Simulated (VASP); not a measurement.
Runs of VASP 6.6.1 on As. The structure is that of space group P-3m1 (No. 164), or close to it. The cells are those of the table. 

```csv
task,cell,k mesh,cutoff (eV),smearing,gap on the mesh (eV),pressure (GPa),largest force (eV/Å)
single point,"a = 3.612, b = 3.612, c = 5.407 Å, angles 90.0, 90.0, 120.0°, 2 atoms",9 × 9 × 6,520,gaussian 0.02 eV,0.78,0.2,(a)
single point,"a = 3.644, b = 5.968, c = 3.652 Å, angles 72.2, 59.8, 52.6°, 2 atoms",6 × 4 × 6,520,gaussian 0.1 eV,none,0.2,0.09
relaxation of cell and atoms,"relaxed from a = 3.612, b = 3.612, c = 5.407 Å, angles 90.0, 90.0, 120.0°, 2 atoms",9 × 9 × 6,600,gaussian 0.02 eV,0.79,0.0,-
single point,"a = 3.612, b = 3.612, c = 5.407 Å, angles 90.0, 90.0, 120.0°, 2 atoms",18 × 18 × 12,520,gaussian 0.1 eV,0.78,0.2,0.09
```

Alike in all rows: level PBE; potentials or basis VASP PAW PBE potentials, release 64 (As); no spin polarisation.

Q: Fill in the values left out.

A: (a) 0.08.

Caveats: some runs use coarse meshes; this functional lacks dispersion, which binds the layers, so the pressure and a relaxed spacing across them are unreliable (some runs).

A k mesh can miss the band edges, and the runs leave out spin-orbit coupling on As.

A gap of «none» marks levels without a gap at the run's occupations.
